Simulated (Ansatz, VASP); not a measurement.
## Two plane-wave programs on MgO

File INCAR:

```
SYSTEM = MgO
ALGO = Normal
EDIFF = 1E-6
ENCUT = 520
GGA = PS
ISIF = 2
ISMEAR = 0
LASPH = .True.
LCHARG = .True.
LELF = .True.
LREAL = .False.
LVHAR = .True.
LWAVE = .False.
NBANDS = 11
NELM = 60
PREC = Accurate
SIGMA = 0.05
```

File KPOINTS:

```
k-points
0
Gamma
  10 10 10
  0 0 0
```

The input POSCAR:

```
MgO
1.0
    0.1095327023      2.1632708696      2.1632708696
    2.1632708696      0.1095327023      2.1632708696
    2.1632708696      2.1632708696      0.1095327023
Mg O
1 1
Direct
    0.0000000000      0.0000000000      0.0000000000
    0.5000000000      0.5000000000      0.5000000000
```

Input for Ansatz:

```yaml
crystal:
  lattice:
    - [0.1095327023, 2.1632708696, 2.1632708696]
    - [2.1632708696, 0.1095327023, 2.1632708696]
    - [2.1632708696, 2.1632708696, 0.1095327023]
  atoms:
    - { symbol: Mg, position: [0.0, 0.0, 0.0] }
    - { symbol: O, position: [0.5, 0.5, 0.5] }
basis:
  ecutwfc: 420
kpoints:
  mp_grid: { grid: [10, 10, 10] }
hamiltonian:
  xc: pbesol
scf:
  occupations: { method: gaussian, width: 0.05 }
output:
  forces: true
  stress: true
  eigenvalues: true
```

Alike in both runs: task single point; functional PBEsol; k mesh 10 × 10 × 10; occupations gaussian, width 0.05 eV; no spin polarisation.

|  | VASP | Ansatz |
| --- | --- | --- |
| version | VASP 6.6.1 | Ansatz 0.2.0 |
| potentials or method | VASP PAW PBE potentials, release 64 (Mg, O), cutoff 520 eV | scalar-relativistic, plane waves, PAW |
| valence electrons in the cell | 8 | 16 |

```csv
,VASP,Ansatz,Ansatz less VASP
gap on the k mesh at the Fermi level (eV),4.28,4.29,+0.001
least direct gap on the mesh (eV),4.28,4.29,+0.001
pressure (GPa),-0.4,0.1,+0.53
"traceless stress, the component that is largest in VASP (GPa)",-8.30,-8.24,+0.059
```

VASP's potentials were made for PBE, not for PBEsol. VASP's potentials hold 8 valence electrons a cell and Ansatz's 16, so a difference there can come from the potentials and not from the codes.
